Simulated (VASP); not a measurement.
# SnSe (P4/mmm) in VASP: relaxation of cell and atoms with PBE

Aim: the relaxation of cell and atoms of SnSe with PBE.

Program: VASP 6.6.1. These are calculated values, not measurements. Logs are shortened: lines on timing, memory, paths and dates and some standing lists are left out, and cuts for length are marked.

**1. The cell of the first run**

Symmetry: P4/mmm, No. 123, tetragonal system. Conventional cell: a = 3.430 Å, b = 3.430 Å, c = 4.630 Å, α = 90.00°, β = 90.00°, γ = 90.00°. Within 4.4 Å of Sn (site symmetry 4/mmm) lie 8 Se at 3.35 Å and 4 Sn at 3.43 Å. Within 4.4 Å of Se (site symmetry 4/mmm) lie 8 Sn at 3.35 Å and 4 Se at 3.43 Å.

**2. Relaxation of cell and atoms, PBE**

Contents of INCAR:

```
SYSTEM = SnSe
PREC = Accurate ; ENCUT = 600
EDIFF = 1E-6 ; ISMEAR = -1
SIGMA = 0.01 ; LREAL = .FALSE.
LASPH = .TRUE. ; NELM = 100
ALGO = Normal ; ISIF = 3
LWAVE = .FALSE. ; LCHARG = .FALSE.
GGA = PE ; IBRION = 2
NSW = 80 ; EDIFFG = -0.02
```

Contents of KPOINTS:

```
regular mesh
0
G
  7 7 5
  0 0 0
```

Contents of POSCAR:

```
SnSe
1.0
    3.4300000000      0.0000000000      0.0000000000
    0.0000000000      3.4300000000      0.0000000000
    0.0000000000      0.0000000000      4.6305000000
Sn Se
1 1
Direct
    0.0000000000      0.0000000000      0.0000000000
    0.5000000000      0.5000000000      0.5000000000
```

Potentials or basis: VASP PAW PBE potentials, release 64 (Sn_d, Se).

Command:

```console
$ cat potpaw_PBE.64/Sn_d/POTCAR potpaw_PBE.64/Se/POTCAR > POTCAR
$ mpirun -np 1 vasp_std > vasp.out
```

OUTCAR:

```text
SYSTEM = SnSe
   PREC = Accurate
   ENCUT = 600
   EDIFF = 1E-6
   ISMEAR = -1
   LREAL = .FALSE.
   LASPH = .TRUE.
   NELM = 100
   ISIF = 3
   GGA = PE
   IBRION = 2
   NSW = 80
   EDIFFG = -0.02

 ion  position               nearest neighbor table
   1  0.000  0.000  0.000-
   2  0.500  0.500  0.500-

  LATTYP: Found a simple tetragonal cell.
 ALAT       =     3.4300000000
 C/A-ratio  =     1.3500000000

  Lattice vectors:

 A1 = (   3.4300000000,   0.0000000000,   0.0000000000)
 A2 = (   0.0000000000,   3.4300000000,   0.0000000000)
 A3 = (   0.0000000000,   0.0000000000,   4.6305000000)

Analysis of symmetry for initial positions (statically):
=====================================================================
 Subroutine PRICEL returns:
 Original cell was already a primitive cell.

 Routine SETGRP: Setting up the symmetry group for a
 simple tetragonal supercell.

 Subroutine GETGRP returns: Found 16 space group operations
 (whereof 16 operations were pure point group operations)
 out of a pool of 16 trial point group operations.

The static configuration has the point symmetry D_4h.

Analysis of symmetry for dynamics (positions and initial velocities):
=====================================================================
 Subroutine PRICEL returns:
 Original cell was already a primitive cell.

 Routine SETGRP: Setting up the symmetry group for a
 simple tetragonal supercell.

 Subroutine GETGRP returns: Found 16 space group operations
 (whereof 16 operations were pure point group operations)
 out of a pool of 16 trial point group operations.

The dynamic configuration has the point symmetry D_4h.

 Subroutine INISYM returns: Found 16 space group operations
 (whereof 16 operations are pure point group operations),
 and found     1 'primitive' translations

----------------------------------------------------------------------------------------

                                     Primitive cell

  volume of cell :      54.4774

  direct lattice vectors                    reciprocal lattice vectors
     3.430000000  0.000000000  0.000000000     0.291545190  0.000000000  0.000000000
     0.000000000  3.430000000  0.000000000     0.000000000  0.291545190  0.000000000
     0.000000000  0.000000000  4.630500000     0.000000000  0.000000000  0.215959400

  length of vectors
     3.430000000  3.430000000  4.630500000     0.291545190  0.291545190  0.215959400

  position of ions in fractional coordinates (direct lattice)
     0.000000000  0.000000000  0.000000000
     0.500000000  0.500000000  0.500000000

  ion indices of the primitive-cell ions
[... 82 lines left out ...]
   ISYM   =      2    0-nonsym 1-usesym 2-fastsym
   POTIM  = 0.5000    time-step for ionic-motion
   TEBEG  =    0.0;   TEEND  =   0.0 temperature during run
   PSTRESS=    0.0 pullay stress
   NELECT =      20.0000    total number of electrons
   NUPDOWN=      -1.0000    fix difference up-down
   EMIN   =  10.00;   EMAX   =-10.00  energy-range for DOS
   EFERMI =   0.00;   METHOD = LEGACY
   ISMEAR =    -1;   SIGMA  =   0.01  broadening in eV -4-tet -1-fermi 0-gaus
   EFERMI_NEDOS =   21; number of points for ismear=-14 and -15
   IALGO  =     38    algorithm
   IMIX   =      4    mixing-type and parameters
     AMIX     =   0.40;   BMIX     =  1.00
     AMIX_MAG =   1.60;   BMIX_MAG =  1.00
  volume/ion in A,a.u.               =      27.24       183.82
  Fermi-wavevector in a.u.,A,eV,Ry     =   1.172230  2.215193 18.696077  1.374123
  Thomas-Fermi vector in A             =   2.308662
   LORBIT       =      0    0 simple, 1 ext, 2 COOP (PROOUT), +10 PAW based schemes
   GGA     = PE    functional components
   LHFCALC =     F    Hartree Fock is set to
   AEXX    =    0.0000 exact exchange contribution
   IVDW    =     0    specifies the selected vdW correction
   LEPSILON=     F    determine dielectric tensor
   LRPA    =     F    only Hartree local field effects (RPA)
 conjugate gradient relaxation of ions
 non-spin polarized calculation
  energy-cutoff  :      600.00
  volume of cell :       54.48
 maximum number of plane-waves:      1839
 NGX is ok and might be reduce to    28
   NGX = 13   NGY = 13   NGZ = 19

--------------------------------------- Ionic step        1  -------------------------------------------

 number of electron      19.9999993 magnetization

 Free energy of the ion-electron system (eV)
  ---------------------------------------------------
  ext. energy  EPLUGINS =         0.00000000
  ---------------------------------------------------
  free energy    TOTEN  =        -7.18840416 eV

  energy without entropy =       -7.18695958  energy(sigma->0) =       -7.18768187

 E-fermi :   5.5768     XC(G=0):  -9.7824

 val. band max:        5.5727449009   @ k =   0.4286   0.1429   0.0000
 cond. band min:       5.5819455617   @ k =   0.2857   0.0000   0.0000
 fundamental gap:      0.0092006608
 Fermi energy:         5.5767716428

 k-point     1 :       0.0000    0.0000    0.0000
  band No.  band energies     occupation
      1     -16.4743      2.00000
      2     -16.4354      2.00000
      3     -16.3672      2.00000
      4     -16.3672      2.00000
      5     -16.3359      2.00000
      6      -7.9641      2.00000
      7      -1.7306      2.00000
      8       1.5679      2.00000
      9       5.0352      2.00000
     10       5.0352      2.00000
     11      10.1255      0.00000
     12      10.1304      0.00000
     13      10.9140      0.00000
     14      10.9140      0.00000
[... 492 lines left out ...]
  FREE ENERGIE OF THE ION-ELECTRON SYSTEM (eV)
  ---------------------------------------------------
  free  energy   TOTEN  =        -7.4704121299 eV

  energy  without entropy=       -7.4695018156  energy(sigma->0) =       -7.46995697

[... ionic steps 4 to 9 ...]

--------------------------------------- Ionic step       10  -------------------------------------------

 number of electron      19.9999992 magnetization

------------------------ aborting loop because EDIFF is reached ----------------------------------------
[... 67 lines left out ...]
--------------------------------------- Ionic step       12  -------------------------------------------

 number of electron      19.9999994 magnetization

 Free energy of the ion-electron system (eV)
  ---------------------------------------------------
  ext. energy  EPLUGINS =         0.00000000
  ---------------------------------------------------
  free energy    TOTEN  =        -7.70666476 eV

  energy without entropy =       -7.70544366  energy(sigma->0) =       -7.70605421

 E-fermi :   6.0641     XC(G=0): -10.1591

 val. band max:        6.0504107229   @ k =   0.2857   0.1429   0.0000
 cond. band min:       6.0673890603   @ k =   0.2857   0.0000   0.2000
 fundamental gap:      0.0169783374
 Fermi energy:         6.0641220749

 k-point     1 :       0.0000    0.0000    0.0000
  band No.  band energies     occupation
      1     -15.4484      2.00000
      2     -15.4472      2.00000
      3     -15.3747      2.00000
      4     -15.3747      2.00000
      5     -15.3734      2.00000
      6      -7.4641      2.00000
      7       0.4064      2.00000
      8       4.2715      2.00000
      9       4.3610      2.00000
     10       4.3610      2.00000
     11      10.5550      0.00000
     12      10.6082      0.00000
     13      12.1459      0.00000
     14      12.1866      0.00000
[... 420 lines left out ...]
  FREE ENERGIE OF THE ION-ELECTRON SYSTEM (eV)
  ---------------------------------------------------
  free  energy   TOTEN  =        -7.7066647634 eV

  energy  without entropy=       -7.7054436623  energy(sigma->0) =       -7.70605421

 reached required accuracy - stopping structural energy minimisation
```

CONTCAR:

```text
SnSe
   1.00000000000000
     3.6757432343409491   -0.0000000000000000   -0.0000000000000000
    -0.0000000000000000    3.6757432343409491    0.0000000000000000
     0.0000000000000000   -0.0000000000000000    3.6991720570156996
  Sn              Se
     1     1
Direct
     1.0000000000000000    0.0000000000000000    1.0000000000000000
     0.5000000000000000    0.5000000000000000    0.5000000000000000

  0.00000000E+00  0.00000000E+00  0.00000000E+00
  0.00000000E+00  0.00000000E+00  0.00000000E+00
```

Run time: 4.1 min. Hardware: 1 thread of Intel Xeon 8259CL, shared host; peak memory 0.21 GiB.

Results:

| Item | Value |
| --- | --- |
| Free energy | -7.7067 eV |
| Relaxed volume | 24.99 Å³/atom |
| Relaxed cell | a = 3.676 Å, b = 3.676 Å, c = 3.699 Å, α = 90.00°, β = 90.00°, γ = 90.00° |
| Space group after relaxing (to 0.1 Å) | Pm-3m (No. 221) |
| Energy gained by relaxing | 259.1 meV/atom |
| Ionic steps | 12 |
| Pressure after relaxing | 0.1 GPa |
| Band gap on the k mesh | zero (bands 10 and 11 overlap by 0.85 eV) |

Step by step:
```tsv
step	energy change (eV)	largest force (eV/Å)	pressure (GPa)	volume (Å³)
1	0.0000	0.0000	-3.32	54.48
2	-0.2406	0.0000	0.52	50.04
3	-0.2820	0.0000	2.56	48.51
4	-0.3179	0.0000	6.91	45.48
5	-0.4023	0.0000	6.60	45.55
6	-0.4350	0.0000	6.48	45.51
7	-0.4978	0.0000	2.91	47.71
8	-0.5154	0.0000	-0.84	50.81
9	-0.5176	0.0000	-0.08	50.05
10	-0.5176	0.0000	0.11	49.94
11	-0.5179	0.0000	0.09	49.95
12	-0.5183	0.0000	0.07	49.98
```

Final structure:
```
Sn Se
1.0
     3.67574    0.00000    0.00000
     0.00000    3.67574    0.00000
     0.00000    0.00000    3.69917
Sn Se
1 1
Direct
  0.00000 0.00000 0.00000
  0.50000 0.50000 0.50000
```

Levels at points of the mesh, in eV from the Fermi level:
| k point | band 8 | band 9 | band 10 | band 11 | band 12 | band 13 |
| --- | --- | --- | --- | --- | --- | --- |
| (0.00, 0.00, 0.00) | -1.79 | -1.70 | -1.70 | 4.49 | 4.54 | 6.08 |

Caveat: a cell axis changed by over 15 % at a fixed basis, so the end point is rough; spin-orbit coupling is left out, which moves the levels of the heavy elements.
